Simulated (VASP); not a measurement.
**Ti2Cl: single point with PBE**

Crystal: Ti2Cl.

```
Ti Cl
1.0
     2.96329    0.00000    0.00000
     0.00000    2.96329    0.00000
     0.00000    0.00000    6.11401
Ti Cl
2 1
Direct
  0.50000 0.50000 0.29500
  0.50000 0.50000 0.70500
  0.00000 0.00000 0.00000
```

The cell was built from a structure type or drawn by symmetry, and may not be a known phase.

* Program: VASP 6.6.1
* Task: single point
* Functional: PBE
* Potentials or basis: VASP PAW PBE potentials, release 64 (Ti_sv, Cl)
* Cutoff: 520 eV
* k mesh: 6 × 6 × 4
* Occupations: gaussian, width 0.1 eV
* Spin: collinear spin
* Starting moments: [1.0, 1.0, 0.0] μB
* Dipole correction: no
* Further INCAR settings: ALGO = Normal; EDIFF = 1e-06; NBANDS = 26

```json
{
 "Pressure": "-2.4 GPa",
 "Largest force": "0.459 eV/Å",
 "Net moment": "1.11 μB per cell",
 "Site moments": "Ti +0.44; Cl +0.01 μB",
 "Valence electrons inside the program's atomic spheres": "Ti 10.25; Cl 5.10"
}
```

Forces in eV/Å, atoms in the order of the input:
```
Ti   0.000  0.000 -0.459
Ti   0.000  0.000  0.459
Cl   0.000  0.000  0.000
```

Levels at points of the mesh, in eV from the Fermi level:
Spin up:
| k point | band 13 | band 14 | band 15 | band 16 | band 17 | band 18 | band 19 | band 20 |
| --- | --- | --- | --- | --- | --- | --- | --- | --- |
| (0.00, 0.00, 0.00) | -4.03 | -1.60 | -1.56 | -0.77 | 0.01 | 1.42 | 1.42 | 2.22 |
| (0.50, 0.00, 0.00) | -1.85 | -1.21 | -1.15 | -0.47 | 0.94 | 1.24 | 1.51 | 1.70 |
| (0.50, 0.50, 0.00) | -1.68 | -1.56 | -0.28 | -0.28 | 0.36 | 0.36 | 1.09 | 2.94 |
| (0.00, 0.00, 0.50) | -2.48 | -1.92 | -1.31 | -1.08 | -0.79 | 0.94 | 0.94 | 1.77 |
| (0.50, 0.00, 0.50) | -2.06 | -1.78 | -0.47 | -0.46 | 0.93 | 1.22 | 1.26 | 1.84 |
| (0.50, 0.50, 0.50) | -1.07 | -1.07 | -0.58 | -0.27 | -0.12 | 0.06 | 2.44 | 2.44 |
Spin down:
```
           k point  band 11  band 12  band 13  band 14  band 15  band 16  band 17  band 18  band 19  band 20
(0.00, 0.00, 0.00)    -4.73    -4.73    -3.79    -1.19    -0.82    -0.37     0.47     1.71     1.71     2.46
(0.50, 0.00, 0.00)    -7.14    -4.13    -1.61    -0.79    -0.79     0.37     1.23     1.50     1.76     1.88
(0.50, 0.50, 0.00)    -8.26    -6.64    -1.37    -1.07     0.02     0.02     0.57     0.57     1.31     3.41
(0.00, 0.00, 0.50)    -4.71    -4.71    -2.24    -1.54    -0.91    -0.71     0.07     1.24     1.24     2.06
(0.50, 0.00, 0.50)    -7.16    -4.12    -1.71    -1.54     0.00     0.44     1.19     1.44     1.57     2.10
(0.50, 0.50, 0.50)    -8.24    -6.72    -0.79    -0.79    -0.35     0.06     0.23     0.83     2.67     2.67
```

Wall time 49 s on 1 thread of Intel(R) Xeon(R) Platinum 8488C (Sapphire Rapids), on a shared host, peak memory 0.22 GiB.
